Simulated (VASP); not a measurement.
Wanted: the native input for a VASP 6.6.1 run.

- Task: single point
- Functional: r2SCAN
- Potentials or basis: VASP PAW PBE potentials, release 64 (Cs_sv, H)
- Cutoff: 520 eV
- k mesh: 6 × 6 × 4
- Occupations: gaussian, width 0.02 eV
- Spin: no spin polarisation
- Dipole correction: no
- Further INCAR settings: ALGO = Normal; EDIFF = 1e-06; NBANDS = 18

The system is CsH.

```
Cs H
1.0
     3.12424    3.12424    0.00000
    -3.12424    3.12424    0.00000
     0.00000    0.00000    6.40164
Cs H
2 2
Cartesian
  0.0000 0.0000 0.0000
  0.0000 3.1242 3.2008
  0.0000 3.1242 0.0000
  0.0000 0.0000 3.2008
```

The input as run:

POSCAR

```
CsH
1.0
    3.1242400000      3.1242400000      0.0000000000
   -3.1242400000      3.1242400000      0.0000000000
    0.0000000000      0.0000000000      6.4016366624
Cs H
2 2
Direct
    0.0000000000      0.0000000000      0.0000000000
    0.5000000000      0.5000000000      0.5000000000
    0.5000000000      0.5000000000      0.0000000000
    0.0000000000      0.0000000000      0.5000000000
```

INCAR.step1

```
SYSTEM = CsH
ALGO = Normal ; EDIFF = 1E-4
ENCUT = 520 ; GGA = PE
ISMEAR = 0 ; LASPH = .TRUE.
LCHARG = .FALSE. ; LREAL = .FALSE.
LWAVE = .TRUE. ; NBANDS = 18
NELM = 60 ; PREC = Accurate
SIGMA = 0.02
```

INCAR.step2

```
SYSTEM = CsH
ALGO = Normal ; EDIFF = 1E-6
ENCUT = 520 ; ISIF = 2
ISMEAR = 0 ; ISTART = 1
LASPH = .TRUE. ; LCHARG = .FALSE.
LMIXTAU = .TRUE. ; LREAL = .FALSE.
LWAVE = .FALSE. ; METAGGA = R2SCAN
NBANDS = 18 ; NELM = 60
PREC = Accurate ; SIGMA = 0.02
```

KPOINTS

```
k-points
0
G
  6 6 4
  0 0 0
```

Potentials or basis: VASP PAW PBE potentials, release 64 (Cs_sv, H).

Run with:

```sh
$ cat potpaw_PBE.64/Cs_sv/POTCAR potpaw_PBE.64/H/POTCAR > POTCAR
$ cp INCAR.step1 INCAR
$ mpirun -np 1 vasp_std > vasp.out
$ cp INCAR.step2 INCAR
$ mpirun -np 1 vasp_std > vasp.out
```

Results of the run:

- Pressure: 0.4 GPa
- Band gap on the k mesh: 2.62 eV

Caveat: the PAW data sets were made with another functional, which shifts forces and pressure a little; spin-orbit coupling is left out, which moves the levels of the heavy elements.

Run time: 2.9 min on 1 thread of Intel(R) Xeon(R) 6975P-C (Granite Rapids), on a shared host, peak memory 0.28 GiB.
